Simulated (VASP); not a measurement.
The system is W.

```
W
1.0
    -1.60075    1.60075    1.60075
     1.60075   -1.60075    1.60075
     1.60075    1.60075   -1.60075
W
1
Direct
  0.00000 0.00000 0.00000
```

```yaml
Program: VASP 6.6.1
Task: relaxation of cell and atoms
Functional: PBEsol
Potentials_or_basis: VASP PAW PBE potentials, release 64 (W_sv)
Cutoff: 600 eV
k_mesh: 8 × 8 × 8
Occupations: gaussian, width 0.1 eV
Spin: no spin polarisation
```

At the start: pressure -12.3 GPa; volume 16.41 Å³/atom.

Task: Where does the relaxation end?

Result: Over 4 steps the energy falls by 26.5 meV/atom and the volume is 15.76 Å³/atom (-4.0 %); space group Im-3m (No. 229, to 0.05 Å).

Step by step:
```
step  energy change (eV)  largest force (eV/Å)  pressure (GPa)  volume (Å³)
   1              0.0000                0.0000          -12.31        16.41
   2              0.3668                0.0000           66.53        13.59
   3             -0.0263                0.0000           -0.89        15.79
   4             -0.0265                0.0000           -0.15        15.76
```

Final structure:
```
CELL_PARAMETERS angstrom
-1.57927 1.57927 1.57927
1.57927 -1.57927 1.57927
1.57927 1.57927 -1.57927
ATOMIC_POSITIONS crystal
W 0.00000 0.00000 0.00000
```

Caveat: the PAW data sets were made with another functional, which shifts forces and pressure a little.
